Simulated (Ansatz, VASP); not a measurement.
One calculation of P, two programs

INCAR

```
ALGO = Normal ; EDIFF = 1E-7
ENCUT = 520 ; GGA = PS
ISIF = 2 ; ISMEAR = 0
LASPH = True ; LCHARG = True
LELF = True ; LREAL = False
LVHAR = True ; LWAVE = False
NBANDS = 12 ; NELM = 80
PREC = Accurate ; SIGMA = 0.15
```

KPOINTS

```
k-points
0
Gamma
  18 18 18
```

The input POSCAR:

```
P
1.0
   -1.6661373925      2.4774375617      1.8589441358
    1.6661373925     -2.4774375617      1.8589441358
    1.6661373925      2.4774375617     -1.8589441358
P
2
Direct
    0.8033091100      0.0533091100      0.7500000000
    0.1966908900      0.9466908900      0.2500000000
```

Input for Ansatz:

```yaml
crystal:
  lattice:
    - [-1.6661373925, 2.4774375617, 1.8589441358]
    - [1.6661373925, -2.4774375617, 1.8589441358]
    - [1.6661373925, 2.4774375617, -1.8589441358]
  atoms:
    - { symbol: P, position: [0.80330911, 0.05330911, 0.75] }
    - { symbol: P, position: [0.19669089, 0.94669089, 0.25] }
basis:
  ecutwfc: 420
kpoints:
  mp_grid: { grid: [18, 18, 18] }
hamiltonian:
  xc: pbesol
scf:
  occupations: { method: gaussian, width: 0.15 }
output:
  forces: true
  stress: true
  eigenvalues: true
```

Change from the starting cell: strain -0.015 along x and y, +0.000 along z, atoms carried along.

Alike in both runs: task single point; functional PBEsol; k mesh 18 × 18 × 18; occupations gaussian, width 0.15 eV; no spin polarisation.

```csv
,VASP,Ansatz
version,VASP 6.6.1,Ansatz 0.2.0
potentials or method,"VASP PAW PBE potentials, release 64 (P), cutoff 520 eV","scalar-relativistic, plane waves, PAW"
valence electrons in the cell,10,10
```

```tsv
	VASP	Ansatz	Ansatz less VASP
gap on the k mesh at the Fermi level (eV)	none	none	-
pressure (GPa)	2.6	2.5	-0.04
traceless stress, the component that is largest in VASP (GPa)	1.76	1.88	+0.118
rms of the force components (eV/Å)	0.311	0.333	+0.0226
```

VASP's potentials were made for PBE, not for PBEsol. Atom by atom the forces differ by 0.023 eV/Å (rms over components). A gap of «none» marks a metal or a gap that the smearing closes.
